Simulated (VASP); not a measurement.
Write the native input for VASP 6.6.1 that does the following.

```
Task                   : relaxation of cell and atoms
Functional             : RPBE
Dispersion             : D4
Potentials or basis    : VASP PAW PBE potentials, release 64 (Ga_d, N)
Cutoff                 : 600 eV
k mesh                 : 10 × 10 × 10
Occupations            : fermi-dirac, width 0.05 eV
Spin                   : no spin polarisation
Dipole correction      : no
Further INCAR settings : ALGO = Normal; EDIFF = 1e-06; IBRION = 2; EDIFFG = -0.02; NSW = 80; ISIF = 3
```

The structure of GaN lies in POSCAR:

```
GaN
1.0
    0.0000000000      2.2535006075      2.2535006075
    2.2535006075      0.0000000000      2.2535006075
    2.2535006075      2.2535006075      0.0000000000
Ga N
1 1
Direct
    0.0000000000      0.0000000000      0.0000000000
    0.2500000000      0.2500000000      0.2500000000
```

One way to write it, as run:

INCAR

```
SYSTEM = GaN
ALGO = Normal ; EDIFF = 1E-6
EDIFFG = -0.02 ; ENCUT = 600
GGA = RP ; IBRION = 2
ISIF = 3 ; ISMEAR = -1
IVDW = 13 ; LASPH = .TRUE.
LCHARG = .FALSE. ; LREAL = .FALSE.
LWAVE = .FALSE. ; NELM = 80
NSW = 80 ; PREC = Accurate
SIGMA = 0.05
```

KPOINTS

```
k-points
0
G
  10 10 10
  0 0 0
```

Potentials or basis: VASP PAW PBE potentials, release 64 (Ga_d, N).

Launch:

```bash
$ cat potpaw_PBE.64/Ga_d/POTCAR potpaw_PBE.64/N/POTCAR > POTCAR
$ mpirun -np 1 vasp_std > vasp.out
```

It gave:

* Relaxed volume: 11.21 Å³/atom
* Relaxed cell: a = 3.165 Å, b = 3.165 Å, c = 3.165 Å, α = 60.00°, β = 60.00°, γ = 60.00°
* Space group after relaxing (to 0.05 Å): F-43m (No. 216)
* Energy gained by relaxing: 2.5 meV/atom
* Ionic steps: 5
* Pressure after relaxing: 0.1 GPa
* Band gap on the k mesh: 1.91 eV, direct
* Dispersion energy per atom: -0.825 eV

Caveat: the PAW data sets were made with another functional, which shifts forces and pressure a little.

Wall time 2.3 min on 1 thread of AMD EPYC 7R13, with other jobs on the host, peak memory 0.15 GiB.
